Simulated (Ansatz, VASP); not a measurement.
**One calculation of CdS, two programs**

INCAR

```
SYSTEM = CdS
PREC     = Accurate       ! precision mode
ENCUT    = 520            ! plane-wave cutoff, eV
EDIFF    = 1E-8           ! SCF threshold, eV
ISMEAR   = -1             ! smearing method
SIGMA    = 0.01           ! smearing width, eV
LREAL    = .False.        ! projectors in reciprocal space
LASPH    = .True.         ! aspherical terms in the spheres
NELM     = 100            ! most SCF steps
ALGO     = Normal         ! electronic algorithm
ISIF     = 2              ! what is computed and relaxed
LWAVE    = .False.        ! write WAVECAR
LCHARG   = .False.        ! write CHGCAR
GGA      = PS             ! functional
LEFG     = .True.       
NBANDS   = 26             ! bands
```

KPOINTS

```
Automatic mesh
0
Gamma
  7 7 4
  0 0 0
```

The input POSCAR:

```
CdS
1.0
    4.2158942859      0.0000000000      0.0000000000
   -2.1079471430      3.6510715513      0.0000000000
    0.0000000000      0.0000000000      6.8813669385
Cd S
2 2
Direct
    0.3333333333      0.6666666667      0.0000000000
    0.6666666667      0.3333333333      0.5000000000
    0.3333333333      0.6666666667      0.3850000000
    0.6666666667      0.3333333333      0.8850000000
```

Input for Ansatz:

```yaml
crystal:
  lattice:
    - [4.2158942859, 0.0, 0.0]
    - [-2.107947143, 3.6510715513, 0.0]
    - [0.0, 0.0, 6.8813669385]
  atoms:
    - { symbol: Cd, position: [0.3333333333, 0.6666666667, 0.0] }
    - { symbol: Cd, position: [0.6666666667, 0.3333333333, 0.5] }
    - { symbol: S, position: [0.3333333333, 0.6666666667, 0.385] }
    - { symbol: S, position: [0.6666666667, 0.3333333333, 0.885] }
kpoints:
  mp_grid: { grid: [7, 7, 4] }
scf:
  occupations: { method: fermi_dirac, width: 0.01 }
hamiltonian:
  xc: pbesol
  pseudopotentials: { kind: all_electron, datasets: crystal }
output:
  forces: true
  stress: true
  eigenvalues: true
  efg: { contact_densities: true }
```

Change from the starting cell: volume scaled by 1.06, crystal datasets.

Alike in both runs: task electric field gradients; functional PBEsol; k mesh 7 × 7 × 4; occupations fermi-dirac, width 0.01 eV; no spin polarisation.

```csv
,VASP,Ansatz
version,VASP 6.6.1,Ansatz 0.2.0
potentials or method,"VASP PAW PBE potentials, release 64 (Cd, S), cutoff 520 eV","all-electron PAW with datasets made for the crystal, scalar-relativistic"
```

```tsv
	VASP	Ansatz	Ansatz less VASP
gap on the k mesh at the Fermi level (eV)	0.96	0.96	-0.001
pressure (GPa)	-3.2	-3.5	-0.28
traceless stress, the component that is largest in VASP (GPa)	-0.93	-0.88	+0.043
rms of the force components (eV/Å)	0.115	0.111	-0.0042
size of Vzz on the site where it differs most (V/Å²)	32.6	30.1	-2.50
```

VASP's potentials were made for PBE, not for PBEsol. Atom by atom the forces differ by 0.004 eV/Å (rms over components). Ansatz ran all-electron here, and VASP with PAW potentials.
